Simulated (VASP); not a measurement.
KF: electric field gradients with LDA

The system is KF.

```
K F
1.0
     3.28054    0.00000    0.00000
     0.00000    3.28054    0.00000
     0.00000    0.00000    3.28054
K F
1 1
Direct
  0.00000 0.00000 0.00000
  0.50000 0.50000 0.50000
```

This cell differs from its parent crystal: volume scaled by 1.02.

| Quantity | Value |
| --- | --- |
| Program | VASP 6.6.1 |
| Task | electric field gradients |
| Functional | LDA |
| Potentials or basis | VASP PAW LDA potentials, release 64 (K_sv, F) |
| Cutoff | 520 eV |
| k mesh | 9 × 9 × 9 |
| Occupations | fermi-dirac, width 0.02 eV |
| Spin | no spin polarisation |
| Dipole correction | no |
| Further INCAR settings | ALGO = Normal; EDIFF = 1e-08; NBANDS = 15 |

| Property | Result |
| --- | --- |
| Pressure | -6.1 GPa |
| Band gap on the k mesh | 5.79 eV, indirect (least direct gap 5.83 eV) |

Levels at points of the mesh, in eV from the valence-band top:
```csv
k point,band 5,band 6,band 7,band 8,band 9,band 10,band 11,band 12
"(0.00, 0.00, 0.00)",-9.81,-0.04,-0.04,-0.04,5.79,8.06,8.06,13.73
```

Run time: 5.9 s on 1 thread of Intel(R) Xeon(R) Platinum 8488C (Sapphire Rapids), with other jobs on the host, peak memory 0.13 GiB.

Caveat: without QUAD_EFG the Cq values of the log hold for a quadrupole moment of 1 mb, not for the nuclei. A k mesh can miss the band edges.
